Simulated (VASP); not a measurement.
# LiSi2N2 (I4/mmm) in VASP: further runs, part 2 of 2

VASP 6.6.1.

### Step 5. Single point, PBE

This run uses another cell than the first one, of 10.04 Å³/atom, 1.003 times its volume.

Contents of INCAR:

```
ALGO = Normal
EDIFF = 1E-6
ENCUT = 520
GGA = PE
ISIF = 2
ISMEAR = 0
LASPH = True
LCHARG = False
LREAL = False
LWAVE = False
NBANDS = 18
NELM = 100
PREC = Accurate
SIGMA = 0.1
```

Contents of KPOINTS:

```
k-points
0
Gamma
  14 14 14
```

Contents of POSCAR:

```
LiSi2N2
1.0
   -1.8310024466      1.8310024466      3.7436442787
    1.8310024466     -1.8310024466      3.7436442787
    1.8310024466      1.8310024466     -3.7436442787
Li Si N
1 2 2
Direct
    0.0000000000      0.0000000000      0.0000000000
    0.3376769514      0.3376769514      0.0000000000
    0.6623230486      0.6623230486      0.0000000000
    0.7500000000      0.2500000000      0.5000000000
    0.2500000000      0.7500000000      0.5000000000
```

Potentials or basis: VASP PAW PBE potentials, release 64 (Li_sv, Si, N).

On the command line:

```bash
> cat potpaw_PBE.64/Li_sv/POTCAR potpaw_PBE.64/Si/POTCAR potpaw_PBE.64/N/POTCAR > POTCAR
> mpirun -np 1 vasp_std > vasp.out
```

OUTCAR:

```text
EDIFF = 1E-6
   ENCUT = 520
   GGA = PE
   ISIF = 2
   ISMEAR = 0
   LASPH = True
   LREAL = False
   NELM = 100
   PREC = Accurate

 ion  position               nearest neighbor table
   1  0.000  0.000  0.000-   2 2.53   3 2.53   3 2.86   3 2.86   2 2.86   2 2.86   3 2.86   3 2.86
                             2 2.86   2 2.86
   2  0.338  0.338  0.000-   5 1.95   4 1.95   4 1.95   5 1.95   3 2.43   1 2.53   1 2.86   1 2.86
                             1 2.86   1 2.86   3 2.90   3 2.90   3 2.90   3 2.90
   3  0.662  0.662  0.000-   5 1.95   4 1.95   4 1.95   5 1.95   2 2.43   1 2.53   1 2.86   1 2.86
                             1 2.86   1 2.86   2 2.90   2 2.90   2 2.90   2 2.90
   4  0.750  0.250  0.500-   2 1.95   3 1.95   2 1.95   3 1.95
   5  0.250  0.750  0.500-   2 1.95   3 1.95   2 1.95   3 1.95

  LATTYP: Found a body centered tetragonal cell.
 ALAT       =     3.6620048932
 C/A-ratio  =     2.0445872618

  Lattice vectors:

 A1 = (  -1.8310024466,   1.8310024466,   3.7436442787)
 A2 = (   1.8310024466,  -1.8310024466,   3.7436442787)
 A3 = (   1.8310024466,   1.8310024466,  -3.7436442787)

Analysis of symmetry for initial positions (statically):
=====================================================================
 Subroutine PRICEL returns:
 Original cell was already a primitive cell.

 Routine SETGRP: Setting up the symmetry group for a
 body centered tetragonal supercell.

 Subroutine GETGRP returns: Found 16 space group operations
 (whereof 16 operations were pure point group operations)
 out of a pool of 16 trial point group operations.

The static configuration has the point symmetry D_4h.

Analysis of symmetry for dynamics (positions and initial velocities):
=====================================================================
 Subroutine PRICEL returns:
 Original cell was already a primitive cell.

 Routine SETGRP: Setting up the symmetry group for a
 body centered tetragonal supercell.

 Subroutine GETGRP returns: Found 16 space group operations
 (whereof 16 operations were pure point group operations)
 out of a pool of 16 trial point group operations.
[... 131 lines left out ...]
   LORBIT       =      0    0 simple, 1 ext, 2 COOP (PROOUT), +10 PAW based schemes
   GGA     = PE    functional components
   LHFCALC =     F    Hartree Fock is set to
   AEXX    =    0.0000 exact exchange contribution
   IVDW    =     0    specifies the selected vdW correction
   LEPSILON=     F    determine dielectric tensor
   LRPA    =     F    only Hartree local field effects (RPA)
 non-spin polarized calculation
 Gauss-broadening in eV      SIGMA  =   0.10
  energy-cutoff  :      520.00
  volume of cell :       50.20
 maximum number of plane-waves:      1374
 NGX is ok and might be reduce to    36
   NGX = 17   NGY = 17   NGZ = 17

 number of electron      20.9999997 magnetization

 Free energy of the ion-electron system (eV)
  ---------------------------------------------------
  ext. energy  EPLUGINS =         0.00000000
  ---------------------------------------------------
  free energy    TOTEN  =       -30.26369041 eV

  energy without entropy =      -30.25894928  energy(sigma->0) =      -30.26131984

 E-fermi :  10.0582     XC(G=0): -11.0571

 val. band max:       10.0483269237   @ k =  -0.4286  -0.4286   0.2143
 cond. band min:      10.0745792035   @ k =   0.5000   0.5000   0.1429
 fundamental gap:      0.0262522798
 Fermi energy:        10.0581753956

 k-point     1 :       0.0000    0.0000    0.0000
  band No.  band energies     occupation
      1     -38.6023      2.00000
      2     -10.1807      2.00000
      3      -5.2336      2.00000
      4       0.6303      2.00000
      5       0.6303      2.00000
      6       1.9094      2.00000
[... 481 lines left out ...]
      5       0.9159      2.00000
      6       2.1602      2.00000
[... 10 lines left out ...]
     17      16.9952      0.00000
     18      18.2238      0.00000

 [... further k-points ...]

------------------------ aborting loop because EDIFF is reached ----------------------------------------

  FORCE on cell =-STRESS in cart. coord.  units (eV):
  Direction    XX          YY          ZZ          XY          YZ          ZX
  --------------------------------------------------------------------------------------
  -------------------------------------------------------------------------------------
  Total       -0.0059861     -0.0059861     -0.0766743      0.0000000     -0.0000000      0.0000000
  in kB       -0.1910377     -0.1910377     -2.4469669      0.0000000     -0.0000000      0.0000000
  external PRESSURE =      -0.9430141 kB  Pullay stress =       0.0000000 kB

 VOLUME and BASIS-vectors are now :
 -----------------------------------------------------------------------------
  energy-cutoff  :      520.00
  volume of cell :       50.20
      direct lattice vectors                 reciprocal lattice vectors
    -1.831002447  1.831002447  3.743644279     0.000000000  0.273074458  0.133559698
     1.831002447 -1.831002447  3.743644279     0.273074458  0.000000000  0.133559698
     1.831002447  1.831002447 -3.743644279     0.273074458  0.273074458  0.000000000

 POSITION                                       TOTAL-FORCE (eV/Angst)
 -----------------------------------------------------------------------------------
      0.00000      0.00000      0.00000        -0.000000     -0.000000      0.000000
      0.00000      0.00000      2.52828         0.000000      0.000000      0.016328
      0.00000      0.00000      4.95900         0.000000      0.000000     -0.016328
      0.00000      1.83100      1.87182        -0.000000     -0.000000      0.000000
      1.83100      0.00000      1.87182        -0.000000     -0.000000      0.000000
 -----------------------------------------------------------------------------------
    total drift:                               -0.000000      0.000000     -0.000000

  FREE ENERGIE OF THE ION-ELECTRON SYSTEM (eV)
  ---------------------------------------------------
  free  energy   TOTEN  =       -30.2636904067 eV

  energy  without entropy=      -30.2589492833  energy(sigma->0) =      -30.26131984
```

stdout:

```text
POSCAR found type information on POSCAR LiSiN
 POSCAR found :  3 types and       5 ions
 scaLAPACK will be used
 LDA part: xc-table for (Slater+PW92), standard interpolation
 POSCAR, INCAR and KPOINTS ok, starting setup
 FFT: planning ... GRIDC
 FFT: planning ... GRID_SOFT
 FFT: planning ... GRID
 WAVECAR not read
 entering main loop
```

Wall time 90 s (1 thread of Intel Xeon 6975P-C (Granite Rapids), shared host); peak memory 0.33 GiB.

Results:

- Free energy: -30.2637 eV
- Largest force: 0.016 eV/Å

Forces in eV/Å, atoms in the order of the input:
```
Li   0.000  0.000  0.000
Si   0.000  0.000  0.016
Si   0.000  0.000 -0.016
N    0.000  0.000  0.000
N    0.000  0.000  0.000
```

Caveat: the cutoff is under 1.25 times the usual one of these potentials, so pressure, stress and relaxed cells hold a basis-set (Pulay) error.

### Step 6. The runs side by side

| task | cell | k mesh | cutoff (eV) | gap on the mesh (eV) | largest force (eV/Å) |
| --- | --- | --- | --- | --- | --- |
| single point | a = 4.578 Å, angles 133.2, 133.2, 68.3°, 5 atoms | 6 × 6 × 6 | 520 | none | 0.03 |
| single point | a = 5.051 Å, angles 136.8, 136.8, 62.7°, 5 atoms | 6 × 6 × 6 | 520 | none | 3.89 |
| relaxation of cell and atoms | relaxed from a = 5.051 Å, angles 136.8, 136.8, 62.7°, 5 atoms | 6 × 6 × 6 | 600 | none | 0.02 |
| single point | a = 4.552 Å, angles 132.6, 132.6, 69.3°, 5 atoms | 14 × 14 × 14 | 520 | none | 0.02 |

Alike in all rows: level PBE; potentials or basis VASP PAW PBE potentials, release 64 (Li_sv, Si, N); no spin polarisation; smearing gaussian 0.1 eV.

Caveats: some runs use coarse meshes; the cutoff is under 1.25 times the usual one of these potentials, so pressure, stress and relaxed cells hold a basis-set (Pulay) error; forces of over 1 eV/Å act on the atoms, so gaps and moduli don't describe the material at rest (some runs); the volume moved by over 15 % at a fixed basis, so the end points are rough (some runs).

Absolute energies hang on the potentials; compare differences alone.
